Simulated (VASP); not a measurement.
The system is Pr3Mo.

```
CELL_PARAMETERS angstrom
5.56280 0.00000 0.00000
0.00000 5.56280 0.00000
0.00000 0.00000 4.52372
ATOMIC_POSITIONS crystal
Pr 0.00000 0.00000 0.00000
Pr 0.50000 0.00000 0.50000
Pr 0.00000 0.50000 0.50000
Mo 0.50000 0.50000 0.00000
```

The cell was built from a structure type or drawn by symmetry, and may not be a known phase.

```yaml
Program: VASP 6.6.1
Task: relaxation of cell and atoms
Functional: PBE
Potentials_or_basis: VASP PAW PBE potentials, release 64 (Pr_3, Mo_sv), 4f in core
Cutoff: 500 eV
k_mesh: 4 × 4 × 4
Occupations: gaussian, width 0.1 eV
Spin: no spin polarisation
```

At the start: pressure -7.2 GPa; volume 35.00 Å³/atom.

Problem. How do energy, volume and symmetry change on relaxing?

Solution. Over 14 steps the energy falls by 186.4 meV/atom and the volume is 28.84 Å³/atom (-17.6 %); space group P4/mmm (No. 123, to 0.1 Å) before and after.

Step by step:
| step | energy change (eV) | largest force (eV/Å) | pressure (GPa) | volume (Å³) |
| --- | --- | --- | --- | --- |
| 1 | 0.0000 | 0.0000 | -7.24 | 139.99 |
| 2 | -0.6686 | 0.0000 | 2.09 | 110.31 |
| 3 | -0.6932 | 0.0000 | 0.13 | 114.20 |
| 4 | -0.6930 | 0.0000 | -0.10 | 114.68 |
| 5 | -0.6989 | 0.0000 | -0.10 | 114.76 |
| 6 | -0.7131 | 0.0000 | 0.01 | 114.94 |
| 7 | -0.7391 | 0.0000 | 0.25 | 115.08 |
| 8 | -0.7412 | 0.0000 | 0.50 | 114.49 |
| 9 | -0.3585 | 0.0000 | 2.12 | 110.21 |
| 10 | -0.7428 | 0.0000 | 0.53 | 114.36 |
| 11 | -0.7257 | 0.0000 | 0.79 | 113.64 |
| 12 | -0.7434 | 0.0000 | 0.57 | 114.25 |
| 13 | -0.7182 | 0.0000 | -1.70 | 119.31 |
| 14 | -0.7455 | 0.0000 | 0.03 | 115.36 |

Final structure:
```xyz
4
Lattice="4.7631 0.0000 0.0000 0.0000 4.7631 0.0000 0.0000 0.0000 5.0851" Properties=species:S:1:pos:R:3 pbc="T T T"
Pr    0.0000    0.0000    5.0851
Pr    2.3815    0.0000    2.5425
Pr    0.0000    2.3815    2.5425
Mo    2.3815    2.3815    0.0000
```

Caveat: the volume moved by over 15 % at a fixed basis, so the end points are rough.
